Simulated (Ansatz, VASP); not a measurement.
Two plane-wave programs on Mg

```
CELL_PARAMETERS angstrom
0.00000 2.28827 2.28827
2.28827 0.00000 2.28827
2.28827 2.28827 0.00000
ATOMIC_POSITIONS crystal
Mg 0.00000 0.00000 0.00000
```

Change from the starting cell: volume scaled by 1.06, PAW files.

Alike in both runs: task electric field gradients; functional PBE; k mesh 16 × 16 × 16; occupations fermi-dirac, width 0.03 eV; no spin polarisation.

|  | VASP | Ansatz |
| --- | --- | --- |
| version | VASP 6.6.1 | Ansatz 0.2.0 |
| potentials or method | VASP PAW PBE potentials, release 64 (Mg) | PAW with Ansatz's default frozen-core files, scalar-relativistic |
| plane-wave cutoff (eV) | 520 | 420 |
| valence electrons in the cell | 2 | 10 |

|  | VASP | Ansatz | Ansatz less VASP |
| --- | --- | --- | --- |
| pressure (GPa) | -1.3 | -1.2 | +0.12 |

The functional is the same, so the differences come from potentials, cutoffs and numerics. VASP's potentials hold 2 valence electrons a cell and Ansatz's 10, so a difference there can come from the potentials and not from the codes.
